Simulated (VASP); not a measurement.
ScGe, 4 atoms in the cell. The structure is orthorhombic, space group Cmcm (No. 63). Conventional cell: a = 4.062 Å, b = 10.235 Å, c = 3.825 Å, α = 90.00°, β = 90.00°, γ = 90.00°. Sc (site symmetry m2m) has 7 Ge at 2.80 to 3.08 Å and 8 Sc at 3.39 to 3.82 Å within 3.9 Å. Ge (site symmetry m2m) has 2 Ge at 2.65 Å and 7 Sc at 2.80 to 3.08 Å within 3.5 Å. 

| Quantity | Value |
| --- | --- |
| Program | VASP 6.6.1 |
| Task | single point |
| Functional | PBEsol |
| Potentials or basis | VASP PAW PBE potentials, release 64 (Sc_sv, Ge_d) |
| Cutoff | 520 eV |
| k mesh | 6 × 6 × 6 |
| Occupations | fermi-dirac, width 0.15 eV |
| Spin | no spin polarisation |
| Dipole correction | no |
| Further INCAR settings | ALGO = Normal; EDIFF = 1e-06; NBANDS = 33 |

Potentials or basis: VASP PAW PBE potentials, release 64 (Sc_sv, Ge_d).

Run with:

```sh
$ cat potpaw_PBE.64/Sc_sv/POTCAR potpaw_PBE.64/Ge_d/POTCAR > POTCAR
$ mpirun -np 1 vasp_std > vasp.out
```

Hardware: 1 thread of AMD EPYC 9R45 96-Core Processor (Zen 5) (shared host).

**Question.** Estimate the wall time of this run.

**Answer.** Run time: 100 s on 1 thread of AMD EPYC 9R45 96-Core Processor (Zen 5), on a shared host, peak memory 0.25 GiB. Counts: scf iterations 14, k points 52.
